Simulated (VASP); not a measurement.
A run of VASP 6.6.1:

Contents of INCAR:

```
  PREC = Accurate
  ENCUT = 600
  EDIFF = 1E-6
  ISMEAR = -1
  SIGMA = 0.05
  LREAL = False
  LASPH = True
  NELM = 200
  ALGO = Normal
  ISIF = 2
  LWAVE = False
  LCHARG = True
  ISPIN = 2
  MAGMOM = 2 2 0 0 0 0
  LORBIT = 11
  LMAXMIX = 4
  GGA = B5
  ALDAX = 1.0
  AGGAX = 1.0
  AGGAC = 1.0
  ALDAC = 0.0
  IVDW = 12
  VDW_S6 = 1.0
  VDW_S8 = 2.6996
  VDW_A1 = 0.4298
  VDW_A2 = 4.2359
  LELF = True
  LVHAR = True
  NBANDS = 38
  GGA_COMPAT = False
```

KPOINTS

```
regular mesh
0
Gamma
  6 6 9
```

File POSCAR:

```
VO2
1.0
    4.5956009987      0.0000000000      0.0000000000
    0.0000000000      4.5956009987      0.0000000000
    0.0000000000      0.0000000000      3.1041602572
V O
2 4
Direct
    0.5000000000      0.5000000000      0.5000000000
    0.0000000000      0.0000000000      0.0000000000
    0.2003580000      0.7996420000      0.5000000000
    0.7996420000      0.2003580000      0.5000000000
    0.7003580000      0.7003580000      0.0000000000
    0.2996420000      0.2996420000      0.0000000000
```

Potentials or basis: VASP PAW PBE potentials, release 64 (V_sv, O).

Run with:

```bash
$ cat potpaw_PBE.64/V_sv/POTCAR potpaw_PBE.64/O/POTCAR > POTCAR
$ mpirun -np 1 vasp_std > vasp.out
```

Hardware: 1 thread of Oxide Virtual Turin-like Processor, on a shared host.

Problem. How long does it take, and how much memory?

Solution. Run time: 7.1 min on 1 thread of Oxide Virtual Turin-like Processor, on a shared host, peak memory 0.35 GiB. Counts: scf iterations 19, k points 50.
